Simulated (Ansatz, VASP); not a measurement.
# Two plane-wave programs on Mg

INCAR

```
ALGO = Fast
EDIFF = 1E-6
ENCUT = 520
GGA = PE
ISIF = 2
ISMEAR = 0
LASPH = True
LCHARG = False
LREAL = False
LWAVE = False
NBANDS = 9
NELM = 80
PREC = Accurate
SIGMA = 0.15
```

Contents of KPOINTS:

```
k-points
0
Gamma
  18 18 10
```

POSCAR

```
Mg
1.0
    3.2092715325      0.0000000000      0.0000000000
   -1.6046357662      2.7793106748      0.0000000000
    0.0000000000      0.0000000000      5.2103300000
Mg
2
Direct
    0.2740699220      0.8285773174      0.2500000000
    0.6666666667      0.3333333333      0.7500000000
```

Input for Ansatz:

```yaml
crystal:
  lattice:
    - [3.2092715325, 0.0, 0.0]
    - [-1.6046357662, 2.7793106748, 0.0]
    - [0.0, 0.0, 5.21033]
  atoms:
    - { symbol: Mg, position: [0.274069922, 0.8285773174, 0.25] }
    - { symbol: Mg, position: [0.6666666667, 0.3333333333, 0.75] }
basis:
  ecutwfc: 420
kpoints:
  mp_grid: { grid: [18, 18, 10] }
hamiltonian:
  xc: pbe
scf:
  occupations: { method: gaussian, width: 0.15 }
output:
  forces: true
  stress: true
  eigenvalues: true
```

Alike in both runs: task single point; functional PBE; k mesh 18 × 18 × 10; occupations gaussian, width 0.15 eV; no spin polarisation.

```csv
,VASP,Ansatz
version,VASP 6.6.1,Ansatz 0.2.0
potentials or method,"VASP PAW PBE potentials, release 64 (Mg), cutoff 520 eV","scalar-relativistic, plane waves, PAW"
valence electrons in the cell,4,20
```

|  | VASP | Ansatz | Ansatz less VASP |
| --- | --- | --- | --- |
| gap on the k mesh at the Fermi level (eV) | none | none | - |
| pressure (GPa) | 0.0 | 0.1 | +0.12 |
| traceless stress, the component that is largest in VASP (GPa) | -1.46 | -1.46 | -0.003 |
| rms of the force components (eV/Å) | 0.144 | 0.144 | -0.0003 |

Atom by atom the forces differ by 0.000 eV/Å (rms over components). A gap of «none» marks a metal or a gap that the smearing closes. VASP's potentials hold 4 valence electrons a cell and Ansatz's 20, so a difference there can come from the potentials and not from the codes.
